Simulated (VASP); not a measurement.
Write the native input for VASP 6.6.1 that does the following.

```
Task                   : single point
Functional             : LDA
Potentials or basis    : VASP PAW LDA potentials, release 64 (Na_pv, F)
Cutoff                 : 520 eV
k mesh                 : 4 × 4 × 4
Occupations            : gaussian, width 0.05 eV
Spin                   : no spin polarisation
Dipole correction      : no
Further INCAR settings : ALGO = Normal; EDIFF = 1e-07; NBANDS = 14
```

The structure of NaF lies in POSCAR:

```
NaF
1.0
    0.0000000000      2.3233000000      2.3233000000
    2.3233000000      0.0000000000      2.3233000000
    2.3233000000      2.3233000000      0.0000000000
Na F
1 1
Direct
    0.0000000000      0.0000000000      0.0000000000
    0.4569577756      0.4569577756      0.5430422244
```

This cell differs from its parent crystal: atom 2 (F) moved by (+0.000, -0.200) A along [1 1 0] and z.

These files were run (other wordings do the same):

INCAR

```
  PREC = Accurate
  ENCUT = 520
  EDIFF = 1E-7
  ISMEAR = 0
  SIGMA = 0.05
  LREAL = False
  LASPH = True
  NELM = 100
  ALGO = Normal
  ISIF = 2
  LWAVE = False
  LCHARG = True
  GGA = CA
  LELF = True
  LVHAR = True
  NBANDS = 14
```

KPOINTS

```
Automatic mesh
0
Gamma
  4 4 4
```

Potentials or basis: VASP PAW LDA potentials, release 64 (Na_pv, F).

Command:

```bash
$ cat potpaw_LDA.64/Na_pv/POTCAR potpaw_LDA.64/F/POTCAR > POTCAR
$ mpirun -np 1 vasp_std > vasp.out
```

Results of the run:

```yaml
Pressure: -3.5 GPa
Largest_force: 0.484 eV/Å
Band_gap_on_the_k_mesh: 5.92 eV, direct
```

Caveat: the k points lie up to 0.59 Å⁻¹ apart; the cell differs from its parent crystal (atom 2 (F) moved by (+0.000, -0.200) A along [1 1 0] and z).

Run time: 2.8 s on 1 thread of Intel Xeon 6975P-C, on a shared host, peak memory 0.12 GiB.
